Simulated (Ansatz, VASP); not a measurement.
AlNi in VASP and in Ansatz

```
Al Ni
1.0
     2.86235    0.00000    0.00000
     0.00000    2.86235    0.00000
     0.00000    0.00000    2.73355
Al Ni
1 1
Cartesian
  1.4312 1.4312 1.3668
  0.0000 0.0000 0.0000
```

Change from the starting cell: strain along c alone, the other axes held, atoms relaxed: -4.5 %.

Alike in both runs: task single point; functional PBEsol; k mesh 18 × 18 × 18; occupations gaussian, width 0.1 eV; no spin polarisation.

|  | VASP | Ansatz |
| --- | --- | --- |
| version | VASP 6.6.1 | Ansatz 0.2.0 |
| potentials or method | VASP PAW PBE potentials, release 64 (Al, Ni), cutoff 520 eV | scalar-relativistic, plane waves, PAW |
| valence electrons in the cell | 13 | 21 |

VASP gave:

- gap on the k mesh at the Fermi level (eV): none
- pressure (GPa): 8.9
- traceless stress, the component that is largest in VASP (GPa): 3.53

Question: Which values does Ansatz return?

Answer: gap on the k mesh at the Fermi level (eV): none; pressure (GPa): 9.0; traceless stress, the component that is largest in VASP (GPa): 3.46.

VASP's potentials were made for PBE, not for PBEsol. A gap of «none» marks a metal or a gap that the smearing closes. VASP's potentials hold 13 valence electrons a cell and Ansatz's 21, so a difference there can come from the potentials and not from the codes.
